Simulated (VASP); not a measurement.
Write the native input for VASP 6.6.1 that does the following.

```
Task                   : single point
Functional             : PBE
Potentials or basis    : VASP PAW PBE potentials, release 64 (Si, W_sv)
Cutoff                 : 520 eV
k mesh                 : 18 × 18 × 18
Occupations            : gaussian, width 0.15 eV
Spin                   : no spin polarisation
Dipole correction      : no
Further INCAR settings : ALGO = Normal; EDIFF = 1e-07; NBANDS = 18
```

The structure of Si2W lies in POSCAR:

```
Si2W
1.0
   -1.5928348698      1.5928348698      3.8804781245
    1.5928348698     -1.5928348698      3.8804781245
    1.5928348698      1.5928348698     -3.8804781245
Si W
2 1
Direct
    0.3345726944      0.3345726944      0.0000000000
    0.6654273056      0.6654273056      0.0000000000
    0.0000000000      0.0000000000      0.0000000000
```

This cell differs from its parent crystal: volume 13.127 Å^3 an atom, c/a of the conventional cell 2.4362.

One way to write it, as run:

INCAR

```
ALGO = Normal
EDIFF = 1E-7
ENCUT = 520
GGA = PE
ISIF = 2
ISMEAR = 0
LASPH = T
LCHARG = T
LELF = T
LREAL = F
LVHAR = T
LWAVE = F
NBANDS = 18
NELM = 60
PREC = Accurate
SIGMA = 0.15
```

KPOINTS

```
k-points
0
Gamma
  18 18 18
```

Potentials or basis: VASP PAW PBE potentials, release 64 (Si, W_sv).

Command:

```bash
$ cat potpaw_PBE.64/Si/POTCAR potpaw_PBE.64/W_sv/POTCAR > POTCAR
$ mpirun -np 1 vasp_std > vasp.out
```

Results of the run:

```json
{
  "Pressure": "10.0 GPa",
  "Largest force": "0.117 eV/Å",
  "Band gap on the k mesh": "zero (band 11 reaches 13.12 eV, above the bottom of band 12 at 11.80 eV)"
}
```

Caveat: spin-orbit coupling is left out, which moves the levels of the heavy elements.

Wall time 5.1 min on 1 thread of AMD EPYC 9R45 96-Core Processor (Zen 5), on a shared host, peak memory 0.42 GiB.
